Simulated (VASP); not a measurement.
# HfO2: single point with PBE

Crystal: HfO2.

```
Hf O
1.0
     0.00000    2.54895    2.54895
     2.54895    0.00000    2.54895
     2.54895    2.54895    0.00000
Hf O
1 2
Cartesian
  0.0000 0.0000 0.0000
  1.2745 1.2745 1.2745
  3.8234 3.8234 3.8234
```

```
Program             : VASP 6.6.1
Task                : single point
Functional          : PBE
Potentials or basis : VASP PAW PBE potentials, release 64 (Hf_pv, O)
Cutoff              : 600 eV
k mesh              : 4 × 4 × 4
Occupations         : fermi-dirac, width 0.0612256 eV
Spin                : no spin polarisation
```

```json
{
  "Pressure": "-3.9 GPa",
  "Band gap on the k mesh": "3.76 eV, direct"
}
```

Levels at points of the mesh, in eV from the valence-band top:
```csv
k point,band 9,band 10,band 11,band 12,band 13,band 14
"(0.00, 0.00, 0.00)",-0.60,-0.60,-0.60,3.84,3.84,5.71
"(0.50, 0.00, 0.00)",-2.69,-1.81,-1.81,4.55,4.55,6.83
"(0.50, 0.50, 0.00)",-1.50,-1.50,0.00,3.76,5.42,6.49
```

It used 9.3 s of CPU time on 1 thread of AMD EPYC 7R13 Processor (Zen 3), on a shared host.

Caveat: the k points lie up to 0.53 Å⁻¹ apart; spin-orbit coupling is left out, which moves the levels of the heavy elements. A k mesh can miss the band edges.
